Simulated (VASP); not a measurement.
A run of VASP 6.6.1 is set up as follows.

Contents of POSCAR:

```
CuO
1.0
    1.8933479347     -2.0479583021      0.0000000000
    1.8933479347      2.0479583021      0.0000000000
    0.0000000000      0.0000000000      4.9031253292
Cu O
2 2
Direct
    0.0000000000      0.5000000000      0.0000000000
    0.5000000000      0.0000000000      0.5000000000
    0.5000000000      0.5000000000      0.2500000000
    0.5000000000      0.5000000000      0.7500000000
```

INCAR.step1

```
SYSTEM = CuO
ALGO = Normal ; EDIFF = 1E-4
ENCUT = 520 ; GGA = PE
ISMEAR = 0 ; LASPH = .True.
LCHARG = .False. ; LREAL = .False.
LWAVE = .True. ; NBANDS = 25
NELM = 80 ; PREC = Accurate
SIGMA = 0.1
```

INCAR.step2

```
SYSTEM = CuO
ALGO = Normal ; EDIFF = 1E-6
ENCUT = 520 ; ISIF = 2
ISMEAR = 0 ; ISTART = 1
LASPH = .True. ; LCHARG = .False.
LMIXTAU = .True. ; LREAL = .False.
LWAVE = .False. ; METAGGA = R2SCAN
NBANDS = 25 ; NELM = 80
PREC = Accurate ; SIGMA = 0.1
```

File KPOINTS:

```
k-points
0
Gamma
  14 14 8
  0 0 0
```

Potentials or basis: VASP PAW PBE potentials, release 64 (Cu, O).

Run with:

```bash
$ cat potpaw_PBE.64/Cu/POTCAR potpaw_PBE.64/O/POTCAR > POTCAR
$ cp INCAR.step1 INCAR
$ mpirun -np 1 vasp_std > vasp.out
$ cp INCAR.step2 INCAR
$ mpirun -np 1 vasp_std > vasp.out
```

(1) What does it give for the pressure?

(2) Predict the band gap on the k mesh.

Answers

(1) 29.5 GPa.

(2) zero (bands 17 and 18 overlap by 1.18 eV).

Caveat: the stress differs along the axes, from 24 to 38 GPa; the PAW data sets were made with another functional, which shifts forces and pressure a little; semilocal functionals often make such compounds metallic where correlation or magnetic order opens a gap, which also shifts bond lengths.
